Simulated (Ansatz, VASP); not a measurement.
I in VASP and in Ansatz

INCAR

```
  PREC = Accurate
  ENCUT = 520
  EDIFF = 1E-6
  ISMEAR = -1
  SIGMA = 0.05
  LREAL = False
  LASPH = True
  NELM = 60
  ALGO = Normal
  ISIF = 2
  LWAVE = False
  LCHARG = False
  GGA = PE
  NBANDS = 22
```

File KPOINTS:

```
Automatic mesh
0
Gamma
  7 7 3
```

Contents of POSCAR:

```
I
1.0
    3.5859068830     -2.3626508969      0.0000000000
    3.5859068830      2.3626508969      0.0000000000
    0.0000000000      0.0000000000      9.6610799909
I
4
Direct
    0.6493000000      0.3507000000      0.3844000000
    0.1493000000      0.8507000000      0.1156000000
    0.3507000000      0.6493000000      0.6156000000
    0.8507000000      0.1493000000      0.8844000000
```

The input input.yaml:

```yaml
crystal:
  lattice:
    - [3.585906883, -2.3626508969, 0.0]
    - [3.585906883, 2.3626508969, 0.0]
    - [0.0, 0.0, 9.6610799909]
  atoms:
    - { symbol: I, position: [0.6493, 0.3507, 0.3844] }
    - { symbol: I, position: [0.1493, 0.8507, 0.1156] }
    - { symbol: I, position: [0.3507, 0.6493, 0.6156] }
    - { symbol: I, position: [0.8507, 0.1493, 0.8844] }
kpoints:
  mp_grid: { grid: [7, 7, 3] }
scf:
  occupations: { method: fermi_dirac, width: 0.05 }
hamiltonian:
  xc: pbe
  pseudopotentials: { kind: all_electron, lapw: { basis_error: 0.001 } }
output:
  forces: true
  stress: true
  eigenvalues: true
```

Change from the starting cell: volume scaled by 0.96.

Alike in both runs: task single point; functional PBE; k mesh 7 × 7 × 3; occupations fermi-dirac, width 0.05 eV; no spin polarisation.

```csv
,VASP,Ansatz
version,VASP 6.6.1,Ansatz 0.2.0
potentials or method,"VASP PAW PBE potentials, release 64 (I), cutoff 520 eV","all-electron LAPW, scalar-relativistic"
```

|  | VASP | Ansatz | Ansatz less VASP |
| --- | --- | --- | --- |
| gap on the k mesh at the Fermi level (eV) | 1.43 | 1.43 | +0.008 |
| least direct gap on the mesh (eV) | 1.53 | 1.54 | +0.012 |
| pressure (GPa) | 3.0 | 3.1 | +0.04 |
| traceless stress, the component that is largest in VASP (GPa) | 1.98 | 2.01 | +0.024 |
| rms of the force components (eV/Å) | 0.712 | 0.717 | +0.0046 |

Atom by atom the forces differ by 0.005 eV/Å (rms over components). Ansatz ran all-electron here, and VASP with PAW potentials.

Spin-orbit coupling is off throughout.
